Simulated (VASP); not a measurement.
# BP (rocksalt type) (Fm-3m) in VASP: further runs

BP (rocksalt type) is run at these levels: PBE; tasks: single point.

All numbers are computed with VASP 6.6.1; they aren't measurements. Logs are shortened: lines on timing, memory, paths and dates and some standing lists are left out, and cuts for length are marked.

## 1. The cell of the first run

Symmetry: Fm-3m, No. 225, cubic system. The conventional cell has a = 4.320 Å, b = 4.320 Å, c = 4.320 Å, α = 90.00°, β = 90.00°, γ = 90.00°. B (site symmetry m-3m) has 6 P at 2.16 Å within 2.9 Å. P (site symmetry m-3m) has 6 B at 2.16 Å within 2.9 Å.

## 2. Single point, PBE

INCAR

```
PREC = Accurate
ENCUT = 520
EDIFF = 1E-7
ISMEAR = -1
SIGMA = 0.05
LREAL = F
LASPH = T
NELM = 100
ALGO = Normal
ISIF = 2
LWAVE = F
LCHARG = F
GGA = PE
NBANDS = 11
```

KPOINTS

```
Automatic mesh
0
Gamma
  16 16 16
```

POSCAR

```
BP
1.0
    0.0000000000      2.1597997182      2.1597997182
    2.1597997182      0.0000000000      2.1597997182
    2.1597997182      2.1597997182      0.0000000000
B P
1 1
Direct
    0.0000000000      0.0000000000      0.0000000000
    0.5000000000      0.5000000000      0.5000000000
```

Potentials or basis: VASP PAW PBE potentials, release 64 (B, P).

Command:

```
cat potpaw_PBE.64/B/POTCAR potpaw_PBE.64/P/POTCAR > POTCAR
mpirun -np 1 vasp_std > vasp.out
```

OUTCAR:

```text
PREC = Accurate
   ENCUT = 520
   EDIFF = 1E-7
   ISMEAR = -1
   LREAL = F
   LASPH = T
   NELM = 100
   ISIF = 2
   GGA = PE

 ion  position               nearest neighbor table
   1  0.000  0.000  0.000-   2 2.16   2 2.16   2 2.16   2 2.16   2 2.16   2 2.16
   2  0.500  0.500  0.500-   1 2.16   1 2.16   1 2.16   1 2.16   1 2.16   1 2.16

  LATTYP: Found a face centered cubic cell.
 ALAT       =     4.3195994364

  Lattice vectors:

 A1 = (   0.0000000000,   2.1597997182,   2.1597997182)
 A2 = (   2.1597997182,   0.0000000000,   2.1597997182)
 A3 = (   2.1597997182,   2.1597997182,   0.0000000000)

Analysis of symmetry for initial positions (statically):
=====================================================================
 Subroutine PRICEL returns:
 Original cell was already a primitive cell.

 Routine SETGRP: Setting up the symmetry group for a
 face centered cubic supercell.

 Subroutine GETGRP returns: Found 48 space group operations
 (whereof 48 operations were pure point group operations)
 out of a pool of 48 trial point group operations.

The static configuration has the point symmetry O_h .

Analysis of symmetry for dynamics (positions and initial velocities):
=====================================================================
 Subroutine PRICEL returns:
 Original cell was already a primitive cell.

 Routine SETGRP: Setting up the symmetry group for a
 face centered cubic supercell.

 Subroutine GETGRP returns: Found 48 space group operations
 (whereof 48 operations were pure point group operations)
 out of a pool of 48 trial point group operations.

The dynamic configuration has the point symmetry O_h .

 Subroutine INISYM returns: Found 48 space group operations
 (whereof 48 operations are pure point group operations),
 and found     1 'primitive' translations

----------------------------------------------------------------------------------------

                                     Primitive cell

  volume of cell :      20.1498

  direct lattice vectors                    reciprocal lattice vectors
     0.000000000  2.159799718  2.159799718    -0.231502947  0.231502947  0.231502947
     2.159799718  0.000000000  2.159799718     0.231502947 -0.231502947  0.231502947
     2.159799718  2.159799718  0.000000000     0.231502947  0.231502947 -0.231502947

  length of vectors
     3.054418053  3.054418053  3.054418053     0.400974867  0.400974867  0.400974867

  position of ions in fractional coordinates (direct lattice)
     0.000000000  0.000000000  0.000000000
     0.500000000  0.500000000  0.500000000

  ion indices of the primitive-cell ions
   primitive index   ion index
                 1           1
                 2           2

----------------------------------------------------------------------------------------

 KPOINTS: Automatic mesh

Automatic generation of k-mesh.
 Grid dimensions read from file:
 generate k-points for:   16   16   16

 Generating k-lattice:

  Cartesian coordinates                     Fractional coordinates (reciprocal lattice)
    -0.014468934  0.014468934  0.014468934     0.062500000  0.000000000  0.000000000
     0.014468934 -0.014468934  0.014468934     0.000000000  0.062500000  0.000000000
     0.014468934  0.014468934 -0.014468934     0.000000000  0.000000000  0.062500000

  Length of vectors
     0.025060929  0.025060929  0.025060929

  Shift w.r.t. Gamma in fractional coordinates (k-lattice)
     0.000000000  0.000000000  0.000000000

 Subroutine IBZKPT returns following result:
 ===========================================

 Found    145 irreducible k-points:

 Following reciprocal coordinates:
            Coordinates               Weight
  0.000000  0.000000  0.000000      1.000000
  0.062500  0.000000  0.000000      8.000000
  0.125000  0.000000  0.000000      8.000000
  0.187500  0.000000  0.000000      8.000000
  0.250000  0.000000  0.000000      8.000000
  0.312500  0.000000  0.000000      8.000000
[... 16 lines left out ...]
 -0.125000  0.062500  0.000000     24.000000
 -0.062500  0.062500  0.000000     12.000000
 [... further k-points ...]
   k-points           NKPTS =    145   k-points in BZ     NKDIM =    145   number of bands    NBANDS=     11
   number of dos      NEDOS =    301   number of ions     NIONS =      2
   total plane-waves  NPLWV =  13824
   dimension x,y,z NGX =    24 NGY =   24 NGZ =   24
   dimension x,y,z NGXF=    48 NGYF=   48 NGZF=   48
   ions per type =               1   1
   NGX,Y,Z   is equivalent  to a cutoff of  13.06, 13.06, 13.06 a.u.
   NGXF,Y,Z  is equivalent  to a cutoff of  26.13, 26.13, 26.13 a.u.
 SYSTEM =  unknown system
   PREC   = accura    normal or accurate (medium, high low for compatibility)
   ISTART =      0    job   : 0-new  1-cont  2-samecut
   ICHARG =      2    charge: 1-file 2-atom 10-const
   ISPIN  =      1    spin polarized calculation?
   LNONCOLLINEAR =      F non collinear calculations
   LSORBIT =      F    spin-orbit coupling
   LASPH  =      T    aspherical Exc in radial PAW
   ENCUT  =  520.0 eV  38.22 Ry    6.18 a.u.   5.68  5.68  5.68*2*pi/ulx,y,z
   NELM   =    100;   NELMIN=  2; NELMDL= -5     # of ELM steps
   EDIFF  = 0.1E-06   stopping-criterion for ELM
   LREAL  =      F    real-space projection
   EDIFFG = 0.1E-05   stopping-criterion for IOM
   NSW    =      0    number of steps for IOM
   IBRION =     -1    ionic relax: 0-MD 1-quasi-New 2-CG
   NFREE  =      0    steps in history (QN), initial steepest desc. (CG)
   ISIF   =      2    stress and relaxation
   ISYM   =      2    0-nonsym 1-usesym 2-fastsym
   POTIM  = 0.5000    time-step for ionic-motion
   TEBEG  =    0.0;   TEEND  =   0.0 temperature during run
   PSTRESS=    0.0 pullay stress
   NELECT =       8.0000    total number of electrons
   NUPDOWN=      -1.0000    fix difference up-down
   EMIN   =  10.00;   EMAX   =-10.00  energy-range for DOS
   EFERMI =   0.00;   METHOD = LEGACY
   ISMEAR =    -1;   SIGMA  =   0.05  broadening in eV -4-tet -1-fermi 0-gaus
   EFERMI_NEDOS =   21; number of points for ismear=-14 and -15
   IALGO  =     38    algorithm
   IMIX   =      4    mixing-type and parameters
     AMIX     =   0.40;   BMIX     =  1.00
     AMIX_MAG =   1.60;   BMIX_MAG =  1.00
  volume/ion in A,a.u.               =      10.07        67.99
  Fermi-wavevector in a.u.,A,eV,Ry     =   1.203228  2.273772 19.697946  1.447758
  Thomas-Fermi vector in A             =   2.338988
   LORBIT       =      0    0 simple, 1 ext, 2 COOP (PROOUT), +10 PAW based schemes
   GGA     = PE    functional components
   LHFCALC =     F    Hartree Fock is set to
   AEXX    =    0.0000 exact exchange contribution
   IVDW    =     0    specifies the selected vdW correction
   LEPSILON=     F    determine dielectric tensor
   LRPA    =     F    only Hartree local field effects (RPA)
 non-spin polarized calculation
  energy-cutoff  :      520.00
  volume of cell :       20.15
 maximum number of plane-waves:       560
   NGX = 11   NGY = 11   NGZ = 11

 number of electron       7.9999999 magnetization

 Free energy of the ion-electron system (eV)
  ---------------------------------------------------
  ext. energy  EPLUGINS =         0.00000000
  ---------------------------------------------------
  free energy    TOTEN  =       -10.80778848 eV

  energy without entropy =      -10.80255645  energy(sigma->0) =      -10.80517247

 E-fermi :   9.6949     XC(G=0): -11.9420

 val. band max:        9.6929647412   @ k =   0.1250   0.0625   0.0000
 cond. band min:       9.7088135985   @ k =  -0.3750   0.5000   0.1250
 fundamental gap:      0.0158488573
 Fermi energy:         9.6949400626

 k-point     1 :       0.0000    0.0000    0.0000
  band No.  band energies     occupation
      1      -7.2066      2.00000
      2       9.7142      0.80962
      3       9.7142      0.80962
      4       9.7142      0.80962
      5      16.2193      0.00000
      6      17.6279      0.00000
      7      17.6279      0.00000
      8      17.6279      0.00000
      9      18.3263      0.00000
     10      18.3263      0.00000
     11      18.3263      0.00000

 k-point     2 :       0.0625    0.0000    0.0000
  band No.  band energies     occupation
      1      -7.1234      2.00000
      2       9.1634      1.99995
      3       9.6878      1.07089
      4       9.6878      1.07089
      5      16.3578      0.00000
      6      17.6330      0.00000
      7      17.6330      0.00000
      8      17.7241      0.00000
      9      17.8225      0.00000
     10      17.8225      0.00000
     11      18.2772      0.00000

 k-point     3 :       0.1250    0.0000    0.0000
  band No.  band energies     occupation
      1      -6.8741      2.00000
      2       7.8384      2.00000
      3       9.6258      1.59905
      4       9.6258      1.59905
      5      16.2723      0.00000
      6      16.3736      0.00000
      7      16.3736      0.00000
      8      17.9787      0.00000
      9      18.3877      0.00000
     10      18.3877      0.00000
     11      18.5088      0.00000

 k-point     4 :       0.1875    0.0000    0.0000
  band No.  band energies     occupation
      1      -6.4603      2.00000
      2       6.1938      2.00000
      3       9.5683      1.85283
      4       9.5683      1.85283
      5      15.0978      0.00000
      6      15.0978      0.00000
      7      15.9188      0.00000
      8      17.7551      0.00000
      9      19.2784      0.00000
     10      19.2784      0.00000
     11      19.5598      0.00000

 k-point     5 :       0.2500    0.0000    0.0000
  band No.  band energies     occupation
      1      -5.8854      2.00000
      2       4.4718      2.00000
      3       9.5591      1.87595
      4       9.5591      1.87595
      5      13.9240      0.00000
      6      13.9240      0.00000
      7      15.5419      0.00000
      8      17.4666      0.00000
      9      20.4402      0.00000
     10      20.4402      0.00000
     11      20.7790      0.00000
[... 211 lines left out ...]
 k-point    21 :      -0.2500    0.0625    0.0000
  band No.  band energies     occupation
      1      -5.5856      2.00000
      2       3.9609      2.00000
      3       8.4029      2.00000
      4      10.4304      0.00000
      5      12.5098      0.00000
      6      13.9772      0.00000
      7      16.0287      0.00000
      8      17.8188      0.00000
      9      20.1987      0.00000
     10      20.2251      0.00000
     11      22.7140      0.00000

 k-point    22 :      -0.1875    0.0625    0.0000
  band No.  band energies     occupation
      1      -6.2127      2.00000
      2       5.6661      2.00000
      3       8.4982      2.00000
      4      10.2744      0.00002
      5      13.6387      0.00000
      6      14.9682      0.00000
      7      16.3989      0.00000
      8      18.1238      0.00000
      9      19.0411      0.00000
     10      19.0901      0.00000
     11      21.3528      0.00000

 k-point    23 :      -0.1250    0.0625    0.0000
  band No.  band energies     occupation
      1      -6.6805      2.00000
      2       7.3209      2.00000
      3       8.7093      2.00000
      4      10.1201      0.00041
      5      14.9079      0.00000
      6      15.9232      0.00000
      7      16.8538      0.00000
      8      17.9644      0.00000
      9      18.2956      0.00000
     10      18.4972      0.00000
     11      20.0238      0.00000

 k-point    24 :      -0.0625    0.0625    0.0000
  band No.  band energies     occupation
      1      -6.9847      2.00000
      2       8.6419      2.00000
      3       9.0925      1.99999
      4       9.9304      0.01785
      5      16.2798      0.00000
      6      16.4343      0.00000
      7      17.4007      0.00000
      8      17.5501      0.00000
      9      17.8654      0.00000
     10      18.5028      0.00000
     11      18.7906      0.00000

 [... further k-points ...]

------------------------ aborting loop because EDIFF is reached ----------------------------------------

  FORCE on cell =-STRESS in cart. coord.  units (eV):
  Direction    XX          YY          ZZ          XY          YZ          ZX
  --------------------------------------------------------------------------------------
  -------------------------------------------------------------------------------------
  Total       -0.0292740     -0.0292740     -0.0292740      0.0000000      0.0000000     -0.0000000
  in kB       -2.3276707     -2.3276707     -2.3276707      0.0000000      0.0000000     -0.0000000
  external PRESSURE =      -2.3276707 kB  Pullay stress =       0.0000000 kB

 VOLUME and BASIS-vectors are now :
 -----------------------------------------------------------------------------
  energy-cutoff  :      520.00
  volume of cell :       20.15
      direct lattice vectors                 reciprocal lattice vectors
     0.000000000  2.159799718  2.159799718    -0.231502947  0.231502947  0.231502947
     2.159799718  0.000000000  2.159799718     0.231502947 -0.231502947  0.231502947
     2.159799718  2.159799718  0.000000000     0.231502947  0.231502947 -0.231502947

 POSITION                                       TOTAL-FORCE (eV/Angst)
 -----------------------------------------------------------------------------------
      0.00000      0.00000      0.00000        -0.000000     -0.000000      0.000000
      2.15980      2.15980      2.15980         0.000000      0.000000     -0.000000
 -----------------------------------------------------------------------------------
    total drift:                                0.000000     -0.000000     -0.000000

  FREE ENERGIE OF THE ION-ELECTRON SYSTEM (eV)
  ---------------------------------------------------
  free  energy   TOTEN  =       -10.8077884841 eV

  energy  without entropy=      -10.8025564521  energy(sigma->0) =      -10.80517247
```

Run time: 24 s. Hardware: 1 thread of AMD EPYC 7R13 (Zen 3), shared host; peak memory 0.12 GiB.

What came out:

* Free energy: -10.8078 eV
* Pressure: -0.2 GPa
* Band gap on the k mesh: zero (band 4 reaches 11.03 eV, above the bottom of band 5 at 6.90 eV)

Levels at points of the mesh, in eV from the Fermi level:
```csv
k point,band 2,band 3,band 4,band 5,band 6,band 7
"(0.00, 0.00, 0.00)",0.02,0.02,0.02,6.52,7.93,7.93
"(0.50, 0.00, 0.00)",-10.60,0.67,0.67,1.17,1.17,5.10
"(0.50, 0.50, 0.00)",-9.00,-4.23,-4.23,-2.80,2.63,12.04
```

## 3. Single point, PBE (volume scaled by 1.03)

INCAR

```
SYSTEM = BP
PREC     = Accurate       ! precision mode
ENCUT    = 520            ! plane-wave cutoff, eV
EDIFF    = 1E-7           ! SCF threshold, eV
ISMEAR   = -1             ! smearing method
SIGMA    = 0.05           ! smearing width, eV
LREAL    = .FALSE.        ! projectors in reciprocal space
LASPH    = .TRUE.         ! aspherical terms in the spheres
NELM     = 100            ! most SCF steps
ALGO     = Normal         ! electronic algorithm
ISIF     = 2              ! what is computed and relaxed
LWAVE    = .FALSE.        ! write WAVECAR
LCHARG   = .FALSE.        ! write CHGCAR
GGA      = PE             ! functional
NBANDS   = 11             ! bands
```

KPOINTS

```
Automatic mesh
0
G
  16 16 16
  0 0 0
```

POSCAR

```
BP
1.0
    0.0000000000      2.1811852647      2.1811852647
    2.1811852647      0.0000000000      2.1811852647
    2.1811852647      2.1811852647      0.0000000000
B P
1 1
Direct
    0.0000000000      0.0000000000      0.0000000000
    0.5000000000      0.5000000000      0.5000000000
```

Potentials or basis: VASP PAW PBE potentials, release 64 (B, P).

Command:

```
cat potpaw_PBE.64/B/POTCAR potpaw_PBE.64/P/POTCAR > POTCAR
mpirun -np 1 vasp_std > vasp.out
```

Run time: 24 s. Hardware: 1 thread of AMD EPYC 7R13 (Zen 3), shared host; peak memory 0.12 GiB.

The run converged. Its results:

```yaml
Free_energy: -10.7985 eV
Pressure: -4.7 GPa
Band_gap_on_the_k_mesh: zero (band 4 reaches 10.67 eV, above the bottom of band 5 at 6.42 eV)
```

Levels at points of the mesh, in eV from the Fermi level:
| k point | band 2 | band 3 | band 4 | band 5 | band 6 | band 7 |
| --- | --- | --- | --- | --- | --- | --- |
| (0.00, 0.00, 0.00) | 0.02 | 0.02 | 0.02 | 6.04 | 7.97 | 7.97 |
| (0.50, 0.00, 0.00) | -10.35 | 0.74 | 0.74 | 1.15 | 1.15 | 4.94 |
| (0.50, 0.50, 0.00) | -8.72 | -4.10 | -4.10 | -2.86 | 2.79 | 11.71 |

## 4. Single point, PBE (volume scaled by 1.06)

INCAR

```
SYSTEM = BP
ALGO = Normal
EDIFF = 1E-6
ENCUT = 520
GGA = PE
ISIF = 2
ISMEAR = -1
LASPH = .True.
LCHARG = .False.
LREAL = .False.
LWAVE = .False.
NBANDS = 11
NELM = 100
PREC = Accurate
SIGMA = 0.05
```

KPOINTS

```
k-points
0
Gamma
  16 16 16
  0 0 0
```

POSCAR

```
BP
1.0
    0.0000000000      2.2021594866      2.2021594866
    2.2021594866      0.0000000000      2.2021594866
    2.2021594866      2.2021594866      0.0000000000
B P
1 1
Direct
    0.0000000000      0.0000000000      0.0000000000
    0.5000000000      0.5000000000      0.5000000000
```

Command:

```
cat potpaw_PBE.64/B/POTCAR potpaw_PBE.64/P/POTCAR > POTCAR
mpirun -np 1 vasp_std > vasp.out
```

Run time: 22 s. Hardware: 1 thread of AMD EPYC 7R13 (Zen 3), shared host; peak memory 0.13 GiB.

Results (log left out):

```yaml
Free_energy: -10.7734 eV
Pressure: -8.6 GPa
Band_gap_on_the_k_mesh: zero (band 4 reaches 10.32 eV, above the bottom of band 5 at 5.96 eV)
```

Levels at points of the mesh, in eV from the Fermi level:
```
           k point  band 1  band 2  band 3  band 4  band 5  band 6  band 7  band 8  band 9
(0.00, 0.00, 0.00)  -16.25    0.03    0.03    0.03    5.58    8.01    8.01    8.01    8.23
(0.50, 0.00, 0.00)  -12.03  -10.12    0.81    0.81    1.12    1.12    4.79    6.69   14.57
(0.50, 0.50, 0.00)  -10.35   -8.46   -3.97   -3.97   -2.92    2.94   11.39   11.39   13.89
```

## 5. Summary

| cell | gap on the mesh (eV) | pressure (GPa) |
| --- | --- | --- |
| a = 3.054 Å, angles 60.0°, 2 atoms | none | -0.2 |
| a = 3.085 Å, angles 60.0°, 2 atoms | none | -4.7 |
| a = 3.114 Å, angles 60.0°, 2 atoms | none | -8.6 |

Alike in all rows: task single point; level PBE; potentials or basis VASP PAW PBE potentials, release 64 (B, P); no spin polarisation; k mesh 16 × 16 × 16; cutoff (eV) 520; smearing fermi-dirac 0.05 eV.

Total energies depend on the potentials used, so only differences within one code and one set of settings carry meaning.
